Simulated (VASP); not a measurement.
ZrHg, 2 atoms in the cell. The structure is tetragonal, space group P4/mmm (No. 123). Conventional cell: a = 3.174 Å, b = 3.174 Å, c = 4.309 Å, α = 90.00°, β = 90.00°, γ = 90.00°. Within 4.1 Å of Zr (site symmetry 4/mmm) lie 8 Hg at 3.11 Å and 4 Zr at 3.17 Å. Within 4.1 Å of Hg (site symmetry 4/mmm) lie 8 Zr at 3.11 Å and 4 Hg at 3.17 Å. 

* Program: VASP 6.6.1
* Task: single point
* Functional: PBEsol
* Potentials or basis: VASP PAW PBE potentials, release 64 (Zr_sv, Hg_sv_GW)
* Cutoff: 550 eV
* k mesh: 14 × 14 × 10
* Occupations: gaussian, width 0.1 eV
* Spin: no spin polarisation
* Dipole correction: no
* Further INCAR settings: ALGO = Normal; EDIFF = 1e-06; NBANDS = 23

Potentials or basis: VASP PAW PBE potentials, release 64 (Zr_sv, Hg_sv_GW).

Command:

```sh
$ cat potpaw_PBE.64/Zr_sv/POTCAR potpaw_PBE.64/Hg_sv_GW/POTCAR > POTCAR
$ mpirun -np 1 vasp_std > vasp.out
```

Hardware: 1 thread of Intel(R) Xeon(R) Platinum 8375C CPU @ 2.90GHz (Ice Lake) (shared host).

Problem. How long does it take, and how much memory?

Solution. Run time: 2.1 min on 1 thread of Intel(R) Xeon(R) Platinum 8375C CPU @ 2.90GHz (Ice Lake), on a shared host, peak memory 0.39 GiB. Counts: scf iterations 12, k points 216.
